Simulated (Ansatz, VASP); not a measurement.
**Two plane-wave programs on TiSi**

Contents of POSCAR:

```
TiSi
1.0
    1.8434206700     -2.1493883600      0.0000000000
    1.8434206700      2.1493883600      0.0000000000
    0.0000000000      0.0000000000      3.6898159800
Ti Si
1 1
Direct
    0.5000000000      0.5000000000      0.0000000000
    0.0000000000      0.0000000000      0.5000000000
```

The input INCAR.step1:

```
PREC = Accurate ; ENCUT = 520
ISMEAR = 0 ; SIGMA = 0.15
LREAL = False ; LASPH = True
NELM = 80 ; NBANDS = 15
GGA = PE ; ALGO = Normal
EDIFF = 1E-4 ; LWAVE = True
LCHARG = False
```

INCAR.step2

```
PREC = Accurate ; ENCUT = 520
EDIFF = 1E-7 ; ISMEAR = 0
SIGMA = 0.15 ; LREAL = False
LASPH = True ; NELM = 80
ALGO = Normal ; ISIF = 2
LWAVE = False ; LCHARG = False
METAGGA = R2SCAN ; LMIXTAU = True
NBANDS = 15 ; ISTART = 1
```

KPOINTS

```
Automatic mesh
0
Gamma
  18 18 12
```

Input for Ansatz:

```yaml
crystal:
  lattice:
    - [1.84342067, -2.14938836, 0.0]
    - [1.84342067, 2.14938836, 0.0]
    - [0.0, 0.0, 3.68981598]
  atoms:
    - { symbol: Ti, position: [0.5, 0.5, 0.0] }
    - { symbol: Si, position: [0.0, 0.0, 0.5] }
basis:
  ecutwfc: 500
kpoints:
  mp_grid: { grid: [18, 18, 12] }
hamiltonian:
  xc: r2scan
scf:
  occupations: { method: gaussian, width: 0.15 }
output:
  forces: true
  stress: true
  eigenvalues: true
```

Change from the starting cell: strain +0.015 along x and y, -0.030 along z, atoms carried along.

Alike in both runs: task single point; functional r2SCAN; k mesh 18 × 18 × 12; occupations gaussian, width 0.15 eV; no spin polarisation.

|  | VASP | Ansatz |
| --- | --- | --- |
| version | VASP 6.6.1 | Ansatz 0.2.0 |
| potentials or method | VASP PAW PBE potentials, release 64 (Ti_sv, Si), cutoff 520 eV | scalar-relativistic, plane waves, PAW |
| valence electrons in the cell | 16 | 16 |

VASP gave:

```
gap on the k mesh at the Fermi level (eV)                     : none
pressure (GPa)                                                : -0.3
traceless stress, the component that is largest in VASP (GPa) : 3.89
```

Estimate Ansatz's values.

gap on the k mesh at the Fermi level (eV): none; pressure (GPa): -0.7; traceless stress, the component that is largest in VASP (GPa): 3.94.

VASP's potentials were made for PBE, not for r2SCAN. A gap of «none» marks a metal or a gap that the smearing closes. With one functional, cell and mesh, what is left measures potentials, basis and numerics.
